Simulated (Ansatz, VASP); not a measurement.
# One calculation of SnSe, two programs

```
CELL_PARAMETERS angstrom
11.50100 0.00000 0.00000
0.00000 4.15300 0.00000
0.00000 0.00000 4.44500
ATOMIC_POSITIONS crystal
Sn 0.11915 0.25000 0.11170
Sn 0.38085 0.75000 0.61170
Sn 0.61915 0.25000 0.38830
Sn 0.88085 0.75000 0.88830
Se 0.35603 0.25000 0.02475
Se 0.14397 0.75000 0.52475
Se 0.85603 0.25000 0.47525
Se 0.64397 0.75000 0.97525
```

Alike in both runs: functional LDA; k mesh 3 × 8 × 8; occupations gaussian, width 0.05 eV; no spin polarisation.

Ansatz relaxed the structure, and its values are those at the end. VASP's run is a single point on that final structure, the one shown.

```csv
,VASP,Ansatz
version,VASP 6.6.1,Ansatz 0.2.0
potentials or method,"VASP PAW LDA potentials, release 64 (Sn_d, Se)","scalar-relativistic, plane waves, PAW"
plane-wave cutoff (eV),500,420
valence electrons in the cell,80,120
```

|  | VASP | Ansatz | Ansatz less VASP |
| --- | --- | --- | --- |
| pressure (GPa) | -1.7 | -1.8 | -0.10 |
| rms of the force components (eV/Å) | 0.015 | 0.000 | -0.0145 |

LDA's correlation is that of Perdew and Zunger in VASP and of Perdew and Wang (1992) in Ansatz. VASP's potentials hold 80 valence electrons a cell and Ansatz's 120, so a difference there can come from the potentials and not from the codes. Ansatz's warnings: stress scf threshold loose.
